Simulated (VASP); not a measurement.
Input of a VASP 6.6.1 run:

File POSCAR:

```
WSe2
1.0
    3.2972133755      0.0000000000      0.0000000000
   -1.6486066878      2.8554705449      0.0000000000
    0.0000000000      0.0000000000      7.4881675009
W Se
1 2
Direct
    0.0000000000      0.0000000000      0.0000000000
    0.3333333333      0.6666666667      0.2227817623
    0.3333333333      0.6666666667      0.7772182377
```

Contents of INCAR.step1:

```
ALGO     = Normal         # electronic algorithm
EDIFF    = 1E-4           # SCF threshold, eV
ENCUT    = 520            # plane-wave cutoff, eV
GGA      = PE             # functional
ISMEAR   = 0              # smearing method
LASPH    = T              # aspherical terms in the spheres
LCHARG   = F              # write CHGCAR
LREAL    = F              # projectors in reciprocal space
LWAVE    = T              # write WAVECAR
NBANDS   = 20             # bands
NELM     = 60             # most SCF steps
PREC     = Accurate       # precision mode
SIGMA    = 0.01           # smearing width, eV
```

The input INCAR.step2:

```
ALGO     = Normal         # electronic algorithm
EDIFF    = 1E-6           # SCF threshold, eV
ENCUT    = 520            # plane-wave cutoff, eV
ISIF     = 2              # what is computed and relaxed
ISMEAR   = 0              # smearing method
ISTART   = 1            
LASPH    = T              # aspherical terms in the spheres
LCHARG   = F              # write CHGCAR
LMIXTAU  = T            
LREAL    = F              # projectors in reciprocal space
LWAVE    = F              # write WAVECAR
METAGGA  = R2SCAN         # meta-GGA
NBANDS   = 20             # bands
NELM     = 60             # most SCF steps
PREC     = Accurate       # precision mode
SIGMA    = 0.01           # smearing width, eV
```

KPOINTS

```
k-points
0
Gamma
  12 12 4
```

Potentials or basis: VASP PAW PBE potentials, release 64 (W_sv, Se).

The run is started by

```sh
$ cat potpaw_PBE.64/W_sv/POTCAR potpaw_PBE.64/Se/POTCAR > POTCAR
$ cp INCAR.step1 INCAR
$ mpirun -np 1 vasp_std > vasp.out
$ cp INCAR.step2 INCAR
$ mpirun -np 1 vasp_std > vasp.out
```

Task: Predict the band gap on the k mesh.

Result: 1.61 eV (least direct gap 1.69 eV).

Task: Predict the largest force.

Result: 0.027 eV/Å.

Forces in eV/Å, atoms in the order of the input:
```
W    0.000  0.000  0.000
Se   0.000  0.000  0.027
Se   0.000  0.000 -0.027
```

Caveat: the cell differs from its parent crystal (uniaxial z strain +4.2%); the PAW data sets were made with another functional, which shifts forces and pressure a little; spin-orbit coupling is left out, which moves the levels of the heavy elements. A k mesh can miss the band edges.
